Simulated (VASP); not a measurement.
# Nb (Fm-3m) in VASP: single point with PBEsol

Aim: the single point of Nb with PBEsol.

Program: VASP 6.6.1. These are calculated values, not measurements. Logs are shortened: lines on timing, memory, paths and dates and some standing lists are left out, and cuts for length are marked.

## (1) The cell of the first run

It takes space group Fm-3m (No. 225, cubic). Conventional cell: a = 4.338 Å, b = 4.338 Å, c = 4.338 Å, α = 90.00°, β = 90.00°, γ = 90.00°. Nb (site symmetry m-3m) has 12 Nb at 3.07 Å within 4.0 Å.

## (2) Single point, PBEsol (Zr replaced by Nb, lengths x 0.962, strained)

Input file INCAR:

```
PREC     = Accurate       # precision mode
ENCUT    = 520            # plane-wave cutoff, eV
EDIFF    = 1E-6           # SCF threshold, eV
ISMEAR   = 0              # smearing method
SIGMA    = 0.1            # smearing width, eV
LREAL    = False          # projectors in reciprocal space
LASPH    = True           # aspherical terms in the spheres
NELM     = 100            # most SCF steps
ALGO     = Normal         # electronic algorithm
ISIF     = 2              # what is computed and relaxed
LWAVE    = False          # write WAVECAR
LCHARG   = False          # write CHGCAR
GGA      = PS             # functional
NBANDS   = 12             # bands
```

Input file KPOINTS:

```
regular mesh
0
Gamma
  16 16 16
```

Input file POSCAR:

```
Nb
1.0
    0.0000000000      2.1689127077      2.1689127077
    2.1689127077      0.0000000000      2.1689127077
    2.1689127077      2.1689127077      0.0000000000
Nb
1
Direct
    0.0000000000      0.0000000000      0.0000000000
```

Potentials or basis: VASP PAW PBE potentials, release 64 (Nb_sv).

The run is started by

```bash
$ cat potpaw_PBE.64/Nb_sv/POTCAR > POTCAR
$ mpirun -np 1 vasp_std > vasp.out
```

OUTCAR:

```text
PREC = Accurate
   ENCUT = 520
   EDIFF = 1E-6
   ISMEAR = 0
   LREAL = False
   LASPH = True
   NELM = 100
   ISIF = 2
   GGA = PS

 ion  position               nearest neighbor table
   1  0.000  0.000  0.000-

  LATTYP: Found a face centered cubic cell.
 ALAT       =     4.3378254154

  Lattice vectors:

 A1 = (   0.0000000000,   2.1689127077,   2.1689127077)
 A2 = (   2.1689127077,   0.0000000000,   2.1689127077)
 A3 = (   2.1689127077,   2.1689127077,   0.0000000000)

Analysis of symmetry for initial positions (statically):
=====================================================================
 Subroutine PRICEL returns:
 Original cell was already a primitive cell.

 Routine SETGRP: Setting up the symmetry group for a
 face centered cubic supercell.

 Subroutine GETGRP returns: Found 48 space group operations
 (whereof 48 operations were pure point group operations)
 out of a pool of 48 trial point group operations.

The static configuration has the point symmetry O_h .

Analysis of symmetry for dynamics (positions and initial velocities):
=====================================================================
 Subroutine PRICEL returns:
 Original cell was already a primitive cell.

 Routine SETGRP: Setting up the symmetry group for a
 face centered cubic supercell.

 Subroutine GETGRP returns: Found 48 space group operations
 (whereof 48 operations were pure point group operations)
 out of a pool of 48 trial point group operations.

The dynamic configuration has the point symmetry O_h .

 Subroutine INISYM returns: Found 48 space group operations
 (whereof 48 operations are pure point group operations),
 and found     1 'primitive' translations

----------------------------------------------------------------------------------------

                                     Primitive cell

  volume of cell :      20.4059

  direct lattice vectors                    reciprocal lattice vectors
     0.000000000  2.168912708  2.168912708    -0.230530255  0.230530255  0.230530255
     2.168912708  0.000000000  2.168912708     0.230530255 -0.230530255  0.230530255
     2.168912708  2.168912708  0.000000000     0.230530255  0.230530255 -0.230530255

  length of vectors
     3.067305767  3.067305767  3.067305767     0.399290115  0.399290115  0.399290115

  position of ions in fractional coordinates (direct lattice)
     0.000000000  0.000000000  0.000000000

  ion indices of the primitive-cell ions
   primitive index   ion index
                 1           1

----------------------------------------------------------------------------------------

 KPOINTS: regular mesh

Automatic generation of k-mesh.
 Grid dimensions read from file:
 generate k-points for:   16   16   16

 Generating k-lattice:

  Cartesian coordinates                     Fractional coordinates (reciprocal lattice)
    -0.014408141  0.014408141  0.014408141     0.062500000  0.000000000  0.000000000
     0.014408141 -0.014408141  0.014408141     0.000000000  0.062500000  0.000000000
     0.014408141  0.014408141 -0.014408141     0.000000000  0.000000000  0.062500000

  Length of vectors
     0.024955632  0.024955632  0.024955632

  Shift w.r.t. Gamma in fractional coordinates (k-lattice)
     0.000000000  0.000000000  0.000000000

 Subroutine IBZKPT returns following result:
 ===========================================

 Found    145 irreducible k-points:

 Following reciprocal coordinates:
            Coordinates               Weight
  0.000000  0.000000  0.000000      1.000000
  0.062500  0.000000  0.000000      8.000000
  0.125000  0.000000  0.000000      8.000000
  0.187500  0.000000  0.000000      8.000000
  0.250000  0.000000  0.000000      8.000000
  0.312500  0.000000  0.000000      8.000000
[... 16 lines left out ...]
 -0.125000  0.062500  0.000000     24.000000
 -0.062500  0.062500  0.000000     12.000000
 [... further k-points ...]
   k-points           NKPTS =    145   k-points in BZ     NKDIM =    145   number of bands    NBANDS=     12
   number of dos      NEDOS =    301   number of ions     NIONS =      1
   total plane-waves  NPLWV =  13824
   dimension x,y,z NGX =    24 NGY =   24 NGZ =   24
   dimension x,y,z NGXF=    48 NGYF=   48 NGZF=   48
   ions per type =               1
   NGX,Y,Z   is equivalent  to a cutoff of  13.01, 13.01, 13.01 a.u.
   NGXF,Y,Z  is equivalent  to a cutoff of  26.02, 26.02, 26.02 a.u.
 SYSTEM =  unknown system
   PREC   = accura    normal or accurate (medium, high low for compatibility)
   ISTART =      0    job   : 0-new  1-cont  2-samecut
   ICHARG =      2    charge: 1-file 2-atom 10-const
   ISPIN  =      1    spin polarized calculation?
   LNONCOLLINEAR =      F non collinear calculations
   LSORBIT =      F    spin-orbit coupling
   LASPH  =      T    aspherical Exc in radial PAW
   ENCUT  =  520.0 eV  38.22 Ry    6.18 a.u.   5.70  5.70  5.70*2*pi/ulx,y,z
   NELM   =    100;   NELMIN=  2; NELMDL= -5     # of ELM steps
   EDIFF  = 0.1E-05   stopping-criterion for ELM
   LREAL  =      F    real-space projection
   EDIFFG = 0.1E-04   stopping-criterion for IOM
   NSW    =      0    number of steps for IOM
   IBRION =     -1    ionic relax: 0-MD 1-quasi-New 2-CG
   NFREE  =      0    steps in history (QN), initial steepest desc. (CG)
   ISIF   =      2    stress and relaxation
   ISYM   =      2    0-nonsym 1-usesym 2-fastsym
   POTIM  = 0.5000    time-step for ionic-motion
   TEBEG  =    0.0;   TEEND  =   0.0 temperature during run
   PSTRESS=    0.0 pullay stress
   NELECT =      13.0000    total number of electrons
   NUPDOWN=      -1.0000    fix difference up-down
   EMIN   =  10.00;   EMAX   =-10.00  energy-range for DOS
   EFERMI =   0.00;   METHOD = LEGACY
   ISMEAR =     0;   SIGMA  =   0.10  broadening in eV -4-tet -1-fermi 0-gaus
   EFERMI_NEDOS =   21; number of points for ismear=-14 and -15
   IALGO  =     38    algorithm
   IMIX   =      4    mixing-type and parameters
     AMIX     =   0.40;   BMIX     =  1.00
     AMIX_MAG =   1.60;   BMIX_MAG =  1.00
  volume/ion in A,a.u.               =      20.41       137.71
  Fermi-wavevector in a.u.,A,eV,Ry     =   1.408653  2.661967 26.998067  1.984302
  Thomas-Fermi vector in A             =   2.530788
   LORBIT       =      0    0 simple, 1 ext, 2 COOP (PROOUT), +10 PAW based schemes
   GGA     = PS    functional components
   LHFCALC =     F    Hartree Fock is set to
   AEXX    =    0.0000 exact exchange contribution
   IVDW    =     0    specifies the selected vdW correction
   LEPSILON=     F    determine dielectric tensor
   LRPA    =     F    only Hartree local field effects (RPA)
 non-spin polarized calculation
 Gauss-broadening in eV      SIGMA  =   0.10
  energy-cutoff  :      520.00
  volume of cell :       20.41
 maximum number of plane-waves:       568
   NGX = 11   NGY = 11   NGZ = 11

 number of electron      13.0000000 magnetization

 Free energy of the ion-electron system (eV)
  ---------------------------------------------------
  ext. energy  EPLUGINS =         0.00000000
  ---------------------------------------------------
  free energy    TOTEN  =       -10.47725634 eV

  energy without entropy =      -10.46913979  energy(sigma->0) =      -10.47319806

 E-fermi :   9.7050     XC(G=0): -11.9985

 val. band max:        9.6956202591   @ k =   0.5000   0.0000   0.0000
 cond. band min:       9.7290559956   @ k =  -0.1875   0.1875   0.0000
 fundamental gap:      0.0334357364
 Fermi energy:         9.7050192625

 k-point     1 :       0.0000    0.0000    0.0000
  band No.  band energies     occupation
      1     -45.0966      2.00000
      2     -20.6375      2.00000
      3     -20.6375      2.00000
      4     -20.6375      2.00000
      5       3.6839      2.00000
      6       9.8585      0.02999
      7       9.8585      0.02999
      8       9.8585      0.02999
      9      12.1579      0.00000
     10      12.1579      0.00000
     11      21.4394      0.00000
     12      25.8142      0.00000

 k-point     2 :       0.0625    0.0000    0.0000
  band No.  band energies     occupation
      1     -45.0915      2.00000
      2     -20.6742      2.00000
      3     -20.6421      2.00000
      4     -20.6421      2.00000
      5       3.8170      2.00000
      6       9.7579      0.45481
      7       9.9192      0.00245
      8       9.9192      0.00245
      9      12.1070      0.00000
     10      12.1070      0.00000
     11      21.7012      0.00000
     12      25.2129      0.00000

 k-point     3 :       0.1250    0.0000    0.0000
  band No.  band energies     occupation
      1     -45.0768      2.00000
      2     -20.7776      2.00000
      3     -20.6554      2.00000
      4     -20.6554      2.00000
      5       4.1979      2.00000
      6       9.5060      1.99512
      7      10.0704      0.00000
      8      10.0704      0.00000
      9      12.0032      0.00000
     10      12.0032      0.00000
     11      22.3863      0.00000
     12      24.0885      0.00000

 k-point     4 :       0.1875    0.0000    0.0000
  band No.  band energies     occupation
      1     -45.0547      2.00000
      2     -20.9300      2.00000
      3     -20.6751      2.00000
      4     -20.6751      2.00000
      5       4.7651      2.00000
      6       9.2281      2.00000
      7      10.2055      0.00000
      8      10.2055      0.00000
      9      11.9922      0.00000
     10      11.9922      0.00000
     11      22.6221      0.00000
     12      23.6175      0.00000

 k-point     5 :       0.2500    0.0000    0.0000
  band No.  band energies     occupation
      1     -45.0285      2.00000
      2     -21.1061      2.00000
      3     -20.6982      2.00000
      4     -20.6982      2.00000
      5       5.3926      2.00000
      6       9.0933      2.00000
      7      10.1911      0.00000
      8      10.1911      0.00000
      9      12.2383      0.00000
     10      12.2383      0.00000
     11      21.6895      0.00000
     12      24.0725      0.00000
[... 228 lines left out ...]
      1     -45.0163      2.00000
      2     -21.1659      2.00000
      3     -20.7433      2.00000
      4     -20.6960      2.00000
      5       5.6923      2.00000
      6       9.0108      2.00000
      7      10.0855      0.00000
      8      10.2433      0.00000
      9      11.9803      0.00000
     10      12.8587      0.00000
     11      21.5718      0.00000
     12      24.1162      0.00000

 k-point    22 :      -0.1875    0.0625    0.0000
  band No.  band energies     occupation
      1     -45.0426      2.00000
      2     -20.9946      2.00000
      3     -20.7169      2.00000
      4     -20.6729      2.00000
      5       5.0834      2.00000
      6       9.0647      2.00000
      7      10.2092      0.00000
      8      10.3190      0.00000
      9      11.6573      0.00000
     10      12.4263      0.00000
     11      22.5174      0.00000
     12      23.9340      0.00000

 k-point    23 :      -0.1250    0.0625    0.0000
  band No.  band energies     occupation
      1     -45.0660      2.00000
      2     -20.8387      2.00000
      3     -20.6895      2.00000
      4     -20.6545      2.00000
      5       4.4807      2.00000
      6       9.3135      2.00000
      7      10.1780      0.00000
      8      10.1874      0.00000
      9      11.6936      0.00000
     10      12.2182      0.00000
     11      22.8608      0.00000
     12      23.7491      0.00000

 k-point    24 :      -0.0625    0.0625    0.0000
  band No.  band energies     occupation
      1     -45.0832      2.00000
      2     -20.7254      2.00000
      3     -20.6632      2.00000
      4     -20.6436      2.00000
      5       4.0333      2.00000
      6       9.5884      1.90081
      7      10.0063      0.00002
      8      10.0386      0.00000
      9      11.9069      0.00000
     10      12.1643      0.00000
     11      22.1136      0.00000
     12      24.6687      0.00000

 [... further k-points ...]
[... 5 lines left out ...]
  --------------------------------------------------------------------------------------
  -------------------------------------------------------------------------------------
  Total       -2.1502764     -2.1502764     -2.1502764      0.0000000      0.0000000     -0.0000000
  in kB     -168.8296272   -168.8296272   -168.8296272      0.0000000      0.0000000     -0.0000000
  external PRESSURE =    -168.8296272 kB  Pullay stress =       0.0000000 kB

 VOLUME and BASIS-vectors are now :
 -----------------------------------------------------------------------------
  energy-cutoff  :      520.00
  volume of cell :       20.41
      direct lattice vectors                 reciprocal lattice vectors
     0.000000000  2.168912708  2.168912708    -0.230530255  0.230530255  0.230530255
     2.168912708  0.000000000  2.168912708     0.230530255 -0.230530255  0.230530255
     2.168912708  2.168912708  0.000000000     0.230530255  0.230530255 -0.230530255

 POSITION                                       TOTAL-FORCE (eV/Angst)
 -----------------------------------------------------------------------------------
      0.00000      0.00000      0.00000        -0.000000      0.000000      0.000000
 -----------------------------------------------------------------------------------
    total drift:                               -0.000000      0.000000      0.000000

  FREE ENERGIE OF THE ION-ELECTRON SYSTEM (eV)
  ---------------------------------------------------
  free  energy   TOTEN  =       -10.4772563414 eV

  energy  without entropy=      -10.4691397865  energy(sigma->0) =      -10.47319806
```

It took 30 s on 1 thread of Intel Xeon Platinum 8259CL at 2.50GHz (Skylake/Cascade Lake), shared host; peak memory 0.16 GiB.

Results:

| Property | Result |
| --- | --- |
| Free energy | -10.4773 eV |
| Pressure | -16.9 GPa |

Levels at points of the mesh, in eV from the Fermi level:
| k point | band 4 | band 5 | band 6 | band 7 | band 8 | band 9 |
| --- | --- | --- | --- | --- | --- | --- |
| (0.00, 0.00, 0.00) | -30.34 | -6.02 | 0.15 | 0.15 | 0.15 | 2.45 |
| (0.50, 0.00, 0.00) | -30.46 | -3.53 | -0.01 | -0.01 | 1.11 | 4.21 |
| (0.50, 0.50, 0.00) | -30.67 | -3.63 | -2.92 | 3.14 | 4.18 | 4.71 |

Caveat: the cell differs from its parent crystal (Zr replaced by Nb, lengths x 0.962, strained); the PAW data sets were made with another functional, which shifts forces and pressure a little.
